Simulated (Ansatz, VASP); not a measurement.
# B in VASP and in Ansatz

```xyz
8
Lattice="0.8207 -1.4195 0.0401 -2.4525 -1.4100 0.2638 0.9469 0.9131 -14.7277" Properties=species:S:1:pos:R:3 pbc="T T T"
B    -0.0609   -0.7172  -13.6690
B    -1.6019   -1.9740   -5.2417
B     0.8184    0.7605  -12.8913
B    -0.8495   -0.6221   -6.3231
B    -1.3791   -0.0305   -8.0831
B    -1.5377   -1.0388   -0.7008
B     0.1942   -0.0982   -9.1244
B     0.0355   -1.1066   -1.7423
```

Change from the starting cell: hcp type (P6_3/mmc, No. 194); cell x4, atoms moved at random (sigma 0.15 Å) and cell strained at random (1.5 %), then relaxed without symmetry.

Alike in both runs: functional PBEsol; k mesh 14 × 8 × 2; occupations gaussian, width 0.1 eV; no spin polarisation.

Ansatz relaxed the structure, and its values are those at the end. VASP's run is a single point on that final structure, the one shown.

```csv
,VASP,Ansatz
version,VASP 6.6.1,Ansatz 0.2.0
potentials or method,"VASP PAW PBE potentials, release 64 (B), cutoff 520 eV","scalar-relativistic, plane waves, PAW"
valence electrons in the cell,24,24
```

VASP gave:

```
gap on the k mesh at the Fermi level (eV) : none
pressure (GPa)                            : 0.2
rms of the force components (eV/Å)        : 0.004
```

**Question.** Estimate Ansatz's values.

**Answer.** gap on the k mesh at the Fermi level (eV): none; pressure (GPa): 0.0; rms of the force components (eV/Å): 0.004.

VASP's potentials were made for PBE, not for PBEsol. A gap of «none» marks a metal or a gap that the smearing closes. With one functional, cell and mesh, what is left measures potentials, basis and numerics.
